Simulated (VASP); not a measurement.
# AlN in VASP: relaxation of the atoms with PBE

Aim: the relaxation of the atoms of AlN with PBE.

Everything below comes from runs of VASP 6.6.1. Logs are shortened: lines on timing, memory, paths and dates and some standing lists are left out, and cuts for length are marked.

### Step 1. The cell of the first run

The cell holds a slab with vacuum, 4 atoms: a = 3.130 Å, b = 5.018 Å, c = 16.904 Å, α = 90.00°, β = 90.00°, γ = 90.00°.

### Step 2. Relaxation of the atoms, PBE

Contents of INCAR:

```
PREC = Accurate ; ENCUT = 520
EDIFF = 1E-7 ; ISMEAR = -1
SIGMA = 0.02 ; LREAL = False
LASPH = True ; NELM = 60
ALGO = Normal ; ISIF = 2
LWAVE = False ; LCHARG = False
LDIPOL = True ; IDIPOL = 3
DIPOL = 0.5 0.5 0.500 ; GGA = PE
IBRION = 2 ; NSW = 60
EDIFFG = -0.01
```

Contents of KPOINTS:

```
regular mesh
0
Gamma
  10 6 1
```

Contents of POSCAR:

```
AlN
1.0
    3.1301578475      0.0000000000      0.0000000000
    0.0000000000      5.0181095988      0.0000000000
    0.0000000000      0.0000000000     16.9036000000
Al N
2 2
Direct
    0.7500000000      0.0592403060      0.4732720032
    0.2500000000      0.5592403060      0.5267279968
    0.7500000000      0.4407596940      0.4732720032
    0.2500000000      0.9407596940      0.5267279968
```

Potentials or basis: VASP PAW PBE potentials, release 64 (Al, N).

Started as:

```sh
$ cat potpaw_PBE.64/Al/POTCAR potpaw_PBE.64/N/POTCAR > POTCAR
$ mpirun -np 1 vasp_std > vasp.out
```

OUTCAR:

```text
PREC = Accurate
   ENCUT = 520
   EDIFF = 1E-7
   ISMEAR = -1
   LREAL = False
   LASPH = True
   NELM = 60
   ISIF = 2
   GGA = PE
   IBRION = 2
   NSW = 60
   EDIFFG = -0.01

 ion  position               nearest neighbor table
   1  0.750  0.059  0.473-   4 1.90   4 1.90   3 1.91   2 3.09   2 3.09   2 3.09   2 3.09
   2  0.250  0.559  0.527-   3 1.90   3 1.90   4 1.91   1 3.09   1 3.09   1 3.09   1 3.09
   3  0.750  0.441  0.473-   2 1.90   2 1.90   1 1.91
   4  0.250  0.941  0.527-   1 1.90   1 1.90   2 1.91

  LATTYP: Found a simple orthorhombic cell.
 ALAT       =     3.1301578475
 B/A-ratio  =     1.6031490561
 C/A-ratio  =     5.4002388453

  Lattice vectors:

 A1 = (   3.1301578475,   0.0000000000,   0.0000000000)
 A2 = (   0.0000000000,   5.0181095988,   0.0000000000)
 A3 = (   0.0000000000,   0.0000000000,  16.9036000000)

Analysis of symmetry for initial positions (statically):
=====================================================================
 Subroutine PRICEL returns:
 Original cell was already a primitive cell.

 Routine SETGRP: Setting up the symmetry group for a
 simple orthorhombic supercell.

 Subroutine GETGRP returns: Found  4 space group operations
 (whereof  1 operations were pure point group operations)
 out of a pool of  8 trial point group operations.

The static configuration has the point symmetry C_1 .
 The point group associated with its full space group is C_2v.

Analysis of symmetry for dynamics (positions and initial velocities):
=====================================================================
 Subroutine PRICEL returns:
 Original cell was already a primitive cell.

 Routine SETGRP: Setting up the symmetry group for a
 simple orthorhombic supercell.

 Subroutine GETGRP returns: Found  4 space group operations
 (whereof  1 operations were pure point group operations)
 out of a pool of  8 trial point group operations.

The dynamic configuration has the point symmetry C_1 .
 The point group associated with its full space group is C_2v.

 Subroutine INISYM returns: Found  4 space group operations
 (whereof  1 operations are pure point group operations),
 and found     1 'primitive' translations

----------------------------------------------------------------------------------------

                                     Primitive cell

  volume of cell :     265.5129
[... 144 lines left out ...]

  FORCE on cell =-STRESS in cart. coord.  units (eV):
  Direction    XX          YY          ZZ          XY          YZ          ZX
  --------------------------------------------------------------------------------------
  -------------------------------------------------------------------------------------
  Total       -2.0692041     -4.2578053     -4.5338461      0.0000000      0.0000000      0.0000000
  in kB      -12.4861433    -25.6927619    -27.3584675      0.0000000      0.0000000      0.0000000
  external PRESSURE =     -21.8457909 kB  Pullay stress =       0.0000000 kB
[... 95 lines left out ...]
  FREE ENERGIE OF THE ION-ELECTRON SYSTEM (eV)
  ---------------------------------------------------
  free  energy   TOTEN  =       -27.2882558798 eV

  energy  without entropy=      -27.2882558798  energy(sigma->0) =      -27.28825588

[... ionic steps 4 to 14 ...]

--------------------------------------- Ionic step       15  -------------------------------------------

 number of electron      15.9999997 magnetization

 dipolmoment           0.000000      0.000000     -0.000000 electrons x Angstroem

------------------------ aborting loop because EDIFF is reached ----------------------------------------

  FORCE on cell =-STRESS in cart. coord.  units (eV):
  Direction    XX          YY          ZZ          XY          YZ          ZX
  --------------------------------------------------------------------------------------
  -------------------------------------------------------------------------------------
  Total        3.2665575      5.7973678     -0.0230196      0.0000000      0.0000000      0.0000000
  in kB       19.7113018     34.9829030     -0.1389064      0.0000000      0.0000000      0.0000000
  external PRESSURE =      18.1850995 kB  Pullay stress =       0.0000000 kB
[... 63 lines left out ...]
--------------------------------------- Ionic step       17  -------------------------------------------

 number of electron      15.9999997 magnetization

 dipolmoment           0.000000      0.000000      0.000000 electrons x Angstroem

 Free energy of the ion-electron system (eV)
  ---------------------------------------------------
  ext. energy  EPLUGINS =         0.00000000
  ---------------------------------------------------
  free energy    TOTEN  =       -27.40878633 eV

  energy without entropy =      -27.40878633  energy(sigma->0) =      -27.40878633

 E-fermi :  -3.4101     XC(G=0):  -2.5656

 val. band max:       -3.8506807108   @ k =   0.3000   0.0000   0.0000
 cond. band min:      -0.7699589872   @ k =   0.0000   0.0000   0.0000
 fundamental gap:      3.0807217236
 Fermi energy:        -3.4101305229

 k-point     1 :       0.0000    0.0000    0.0000
  band No.  band energies     occupation
      1     -17.6622      2.00000
      2     -16.0297      2.00000
      3      -8.3411      2.00000
      4      -6.0705      2.00000
      5      -5.4647      2.00000
      6      -4.5684      2.00000
      7      -4.5493      2.00000
      8      -4.0179      2.00000
      9      -0.7700      0.00000
     10       1.3634      0.00000
     11       1.8114      0.00000
     12       2.1858      0.00000
[... 333 lines left out ...]
      1     -16.1656      2.00000
      2     -16.1656      2.00000
      3      -8.7253      2.00000
      4      -8.7253      2.00000
      5      -4.9944      2.00000
      6      -4.9944      2.00000
      7      -4.1586      2.00000
      8      -4.1586      2.00000
      9       1.7190      0.00000
     10       1.7190      0.00000
     11       3.0340      0.00000
     12       3.0340      0.00000

------------------------ aborting loop because EDIFF is reached ----------------------------------------

 vacuum level on the upper side and lower side of the slab       (xc-potential included)        -0.108        -0.108

  FORCE on cell =-STRESS in cart. coord.  units (eV):
  Direction    XX          YY          ZZ          XY          YZ          ZX
  --------------------------------------------------------------------------------------
  -------------------------------------------------------------------------------------
  Total        3.3157701      5.7932379     -0.0238487      0.0000000      0.0000000      0.0000000
  in kB       20.0082637     34.9579822     -0.1439093      0.0000000      0.0000000      0.0000000
  external PRESSURE =      18.2741122 kB  Pullay stress =       0.0000000 kB
[... 19 lines left out ...]
  FREE ENERGIE OF THE ION-ELECTRON SYSTEM (eV)
  ---------------------------------------------------
  free  energy   TOTEN  =       -27.4087863296 eV

  energy  without entropy=      -27.4087863296  energy(sigma->0) =      -27.40878633

 reached required accuracy - stopping structural energy minimisation

 vacuum level on the upper side and lower side of the slab         1.723         1.723
```

It took 11 min on 1 thread of Intel Xeon Platinum 8488C (Sapphire Rapids), shared host; peak memory 0.39 GiB.

What came out:

- Free energy: -27.4088 eV
- Energy gained by relaxing: 487.3 meV/atom
- Ionic steps: 17
- Largest force after relaxing: 0.008 eV/Å
- Band gap on the k mesh: 3.08 eV (least direct gap 3.25 eV)

Forces in eV/Å, atoms in the order of the input:
```
Al   0.000  0.005  0.006
Al   0.000  0.005 -0.006
N    0.000 -0.005  0.002
N    0.000 -0.005 -0.002
```

Step by step:
```tsv
step	energy change (eV)	largest force (eV/Å)	pressure (GPa)
1	0.0000	3.3885	-2.18
2	-1.1185	2.0554	-0.16
3	-1.8287	0.7981	2.34
4	-1.8978	0.3583	2.83
5	-1.9041	0.2053	2.97
6	-1.9039	0.2355	2.94
7	-1.9010	0.5398	2.93
8	-1.9064	0.1965	2.93
9	-1.9128	0.1930	2.84
10	-1.9307	0.1513	2.54
11	-1.9484	0.1463	1.81
12	-1.9426	0.3634	1.61
13	-1.9490	0.0350	1.76
14	-1.9492	0.0123	1.80
15	-1.9492	0.0184	1.82
16	-1.9492	0.0257	1.84
17	-1.9492	0.0082	1.83
```

Final structure:
```xyz
4
Lattice="3.1302 0.0000 0.0000 0.0000 5.0181 0.0000 0.0000 0.0000 16.9036" Properties=species:S:1:pos:R:3 pbc="T T T"
Al    2.3476    0.4027    8.5764
Al    0.7825    2.9118    8.3272
N     2.3476    2.1064    8.0897
N     0.7825    4.6154    8.8139
```
